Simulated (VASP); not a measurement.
Crystal: Al2Au.

```
Au Al
1.0
     0.00000    2.95945    2.95945
     2.95945    0.00000    2.95945
     2.95945    2.95945    0.00000
Au Al
1 2
Direct
  0.00000 0.00000 0.00000
  0.75000 0.75000 0.75000
  0.25000 0.25000 0.25000
```

Base run:

- Program: VASP 6.6.1
- Functional: r2SCAN
- Potentials or basis: VASP PAW PBE potentials, release 64 (Au, Al)
- Cutoff: 520 eV
- k mesh: 8 × 8 × 8
- Occupations: fermi-dirac, width 0.05 eV
- Spin: no spin polarisation

Its results: pressure 5.5 GPa.

Question: After a change of settings the same cell gave: pressure 5.0 GPa. Which change was it?
A. functional from r2SCAN to PBE
B. functional from r2SCAN to LDA; potentials or basis from VASP PAW PBE potentials, release 64 (Au, Al) to VASP PAW LDA potentials, release 64 (Au, Al)
C. functional from r2SCAN to PBEsol; further incar settings from ALGO = Normal; EDIFF = 1e-06; NBANDS = 16 to ALGO = Fast; EDIFF = 1e-06; NBANDS = 16

Answer: C.

Caveats: the PAW data sets were made with another functional, which shifts forces and pressure a little.
